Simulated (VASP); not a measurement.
Input of a VASP 6.6.1 run:

Contents of INCAR:

```
SYSTEM = Ga
PREC = Accurate ; ENCUT = 520
EDIFF = 1E-6 ; ISMEAR = -1
SIGMA = 0.1 ; LREAL = .FALSE.
LASPH = .TRUE. ; NELM = 80
ALGO = Normal ; ISIF = 2
LWAVE = .FALSE. ; LCHARG = .TRUE.
GGA = PS ; LELF = .TRUE.
LVHAR = .TRUE. ; NBANDS = 12
```

The input KPOINTS:

```
Automatic mesh
0
G
  14 14 14
  0 0 0
```

POSCAR

```
Ga
1.0
    2.6605042932      0.0000000000      0.0000000000
    0.0000000000      2.6605042932      0.0000000000
    0.0000000000      0.0000000000      2.6605042932
Ga
1
Direct
    0.0000000000      0.0000000000      0.0000000000
```

Potentials or basis: VASP PAW PBE potentials, release 64 (Ga_d).

The run is started by

```console
$ cat potpaw_PBE.64/Ga_d/POTCAR > POTCAR
$ mpirun -np 1 vasp_std > vasp.out
```

Q: What does it give for the pressure?

A: -0.1 GPa.

Caveat: the PAW data sets were made with another functional, which shifts forces and pressure a little.
